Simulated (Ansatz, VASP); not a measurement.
## LiH: VASP beside Ansatz

INCAR

```
PREC = Accurate ; ENCUT = 750
EDIFF = 1E-6 ; ISMEAR = 0
SIGMA = 0.05 ; LREAL = F
LASPH = T ; NELM = 120
ALGO = Normal ; ISIF = 2
LWAVE = F ; LCHARG = F
GGA = PE ; NBANDS = 9
GGA_COMPAT = F
```

The input KPOINTS:

```
regular mesh
0
Gamma
  10 10 10
```

The input POSCAR:

```
LiH
1.0
    0.0000000000      2.0325000000      2.0325000000
    2.0325000000      0.0000000000      2.0325000000
    2.0325000000      2.0325000000      0.0000000000
Li H
1 1
Direct
    0.0000000000      0.0000000000      0.0000000000
    0.4715940827      0.4715940827      0.4715940827
```

Input for Ansatz:

```yaml
crystal:
  lattice:
    - [0.0, 2.0325, 2.0325]
    - [2.0325, 0.0, 2.0325]
    - [2.0325, 2.0325, 0.0]
  atoms:
    - { symbol: Li, position: [0.0, 0.0, 0.0] }
    - { symbol: H, position: [0.4715940827, 0.4715940827, 0.4715940827] }
basis:
  ecutwfc: 420
kpoints:
  mp_grid: { grid: [10, 10, 10] }
hamiltonian:
  xc: pbe
scf:
  occupations: { method: gaussian, width: 0.05 }
output:
  forces: true
  stress: true
  eigenvalues: true
  write_density: true
  write_potential: true
  elf: true
  volumetric_format: npy
```

Change from the starting cell: all H atoms moved -0.200 Å, as atom 2 along Cartesian [1 1 1].

Alike in both runs: task single point; functional PBE; k mesh 10 × 10 × 10; occupations gaussian, width 0.05 eV; no spin polarisation.

|  | VASP | Ansatz |
| --- | --- | --- |
| version | VASP 6.6.1 | Ansatz 0.2.0 |
| potentials or method | VASP PAW PBE potentials, release 64 (Li_sv, H), cutoff 750 eV | scalar-relativistic, plane waves, PAW |
| valence electrons in the cell | 4 | 4 |

```tsv
	VASP	Ansatz	Ansatz less VASP
gap on the k mesh at the Fermi level (eV)	3.23	3.23	+0.005
least direct gap on the mesh (eV)	3.23	3.23	+0.005
pressure (GPa)	-1.1	-0.9	+0.18
traceless stress, the component that is largest in VASP (GPa)	-0.10	-0.10	-0.001
rms of the force components (eV/Å)	0.108	0.108	+0.0001
```

Atom by atom the forces differ by 0.000 eV/Å (rms over components).
